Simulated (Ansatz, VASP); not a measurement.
**ZrB2: VASP beside Ansatz**

```
Zr B
1.0
    -2.22312    2.22312    3.74535
     2.22312   -2.22312    3.74535
     2.22312    2.22312   -3.74535
Zr B
2 4
Direct
  0.25000 0.25000 0.00000
  0.75000 0.75000 0.00000
  0.74997 0.24997 0.99993
  0.24997 0.25003 0.50000
  0.25003 0.75003 0.00007
  0.75003 0.74997 0.50000
```

Alike in both runs: functional PBE; k mesh 6 × 6 × 6; occupations gaussian, width 0.1 eV; no spin polarisation.

Ansatz relaxed the structure, and its values are those at the end. VASP's run is a single point on that final structure, the one shown.

|  | VASP | Ansatz |
| --- | --- | --- |
| version | VASP 6.6.1 | Ansatz 0.2.0 |
| potentials or method | VASP PAW PBE potentials, release 64 (Zr_sv, B), cutoff 520 eV | scalar-relativistic, plane waves, PAW |
| valence electrons in the cell | 36 | 36 |

```tsv
	VASP	Ansatz	Ansatz less VASP
gap on the k mesh at the Fermi level (eV)	none	none	-
pressure (GPa)	0.2	0.1	-0.07
```

A gap of «none» marks a metal or a gap that the smearing closes. The functional is the same, so the differences come from potentials, cutoffs and numerics.
